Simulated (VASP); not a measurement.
Ca2Se, 3 atoms in the cell. The cell holds a sheet with vacuum, 3 atoms: a = 4.020 Å, b = 4.020 Å, c = 30.279 Å, α = 90.00°, β = 90.00°, γ = 120.00°. The cell was generated, and may not be a known phase.

- Program: VASP 6.6.1
- Task: single point
- Functional: PBE
- Potentials or basis: VASP PAW PBE potentials, release 64 (Ca_sv, Se)
- Cutoff: 520 eV
- k mesh: 12 × 12 × 1
- Occupations: gaussian, width 0.1 eV
- Spin: no spin polarisation
- Dipole correction: yes
- Further INCAR settings: ALGO = Normal; EDIFF = 1e-07; NBANDS = 20

Potentials or basis: VASP PAW PBE potentials, release 64 (Ca_sv, Se).

Command:

```sh
$ cat potpaw_PBE.64/Ca_sv/POTCAR potpaw_PBE.64/Se/POTCAR > POTCAR
$ mpirun -np 1 vasp_std > vasp.out
```

Hardware: 1 thread of AMD EPYC 7R13 Processor (Zen 3), with other jobs on the host.

Task: How long does it take, and how much memory?

Result: Run time: 5.5 min on 1 thread of AMD EPYC 7R13 Processor (Zen 3), on a shared host, peak memory 0.56 GiB. Counts: scf iterations 22, k points 19.
